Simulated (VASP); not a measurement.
Crystal: SnSe2.

```
Sn Se
1.0
     3.81100    0.00000    0.00000
    -1.90550    3.30042    0.00000
     0.00000    0.00000    6.07464
Sn Se
1 2
Direct
  0.00000 0.00000 0.00000
  0.66667 0.33333 0.75100
  0.33333 0.66667 0.25552
```

This cell differs from its parent crystal: last atom moved by 0.04 Å along z, cell strained by -1.0% along z.

Base run:

- Program: VASP 6.6.1
- Functional: r2SCAN
- Dispersion: rVV10
- Potentials or basis: VASP PAW PBE potentials, release 64 (Sn_d, Se)
- Cutoff: 620 eV
- k mesh: 8 × 8 × 5
- Occupations: gaussian, width 0.03 eV
- Spin: no spin polarisation

Its results: band gap on the k mesh 1.02 eV (least direct gap 1.43 eV); pressure 2.3 GPa; largest force 0.672 eV/Å.

Question: The run is repeated on the same cell with these changes: k mesh from 8 × 8 × 5 to 13 × 13 × 7; further incar settings from PREC = Normal; ADDGRID = False; ALGO = Normal; EDIFF = 0.001; NBANDS = 19 to ADDGRID = False; ALGO = Normal; EDIFF = 1e-07; NBANDS = 35. What comes out?

Answer: Band gap on the k mesh 0.91 eV (least direct gap 1.42 eV); pressure 2.9 GPa; largest force 0.675 eV/Å.

Caveats: the PAW data sets were made with another functional, which shifts forces and pressure a little; spin-orbit coupling is left out, which moves the levels of the heavy elements; an odd mesh through Γ misses points on the zone boundary, where band edges can lie.
